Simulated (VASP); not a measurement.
The system is CdBiO4.

```
CELL_PARAMETERS angstrom
0.00000 3.48082 3.48082
3.48082 0.00000 3.48082
3.48082 3.48082 0.00000
ATOMIC_POSITIONS crystal
Cd 0.25000 0.25000 0.25000
Bi 0.00000 0.00000 0.00000
O 0.62388 0.62388 0.62388
O 0.12835 0.62388 0.62388
O 0.62388 0.12835 0.62388
O 0.62388 0.62388 0.12835
```

The cell was generated, and may not be a known phase.

```yaml
Program: VASP 6.6.1
Task: relaxation of cell and atoms
Functional: PBE
Potentials_or_basis: VASP PAW PBE potentials, release 64 (Cd, Bi_d, O)
Cutoff: 600 eV
k_mesh: 4 × 4 × 4
Occupations: gaussian, width 0.1 eV
Spin: no spin polarisation
```

At the start: pressure -9.3 GPa; volume 14.06 Å³/atom.

**Question.** Where does the relaxation end?

**Answer.** Over 5 steps the energy falls by 46.4 meV/atom and the volume is 12.64 Å³/atom (-10.1 %); space group F-43m (No. 216, to 0.1 Å) before and after.

The path:
```tsv
step	energy change (eV)	largest force (eV/Å)	pressure (GPa)	volume (Å³)
1	0.0000	0.0392	-9.29	84.35
2	-0.2737	0.0520	1.45	74.78
3	-0.2779	0.0515	0.03	75.71
4	-0.2778	0.0515	-0.22	75.87
5	-0.2782	0.0255	-0.21	75.87
```

Final structure:
```cif
data_structure
_symmetry_space_group_name_H-M 'P 1'
_symmetry_Int_Tables_number 1
_cell_length_a 4.7518
_cell_length_b 4.7518
_cell_length_c 4.7518
_cell_angle_alpha 60.000
_cell_angle_beta 60.000
_cell_angle_gamma 60.000
_cell_volume 75.87
loop_
_atom_site_label
_atom_site_type_symbol
_atom_site_fract_x
_atom_site_fract_y
_atom_site_fract_z
_atom_site_occupancy
Cd1 Cd 0.25000 0.25000 0.25000 1
Bi1 Bi 0.00000 0.00000 0.00000 1
O1 O 0.62422 0.62422 0.62422 1
O2 O 0.12733 0.62422 0.62422 1
O3 O 0.62422 0.12733 0.62422 1
O4 O 0.62422 0.62422 0.12733 1
```

Caveat: the k points lie up to 0.40 Å⁻¹ apart in the final cell, too coarse for converged energies and pressures of a metal; an odd number of electrons without spin polarisation forces a metal; a magnetic or distorted state may lie lower.
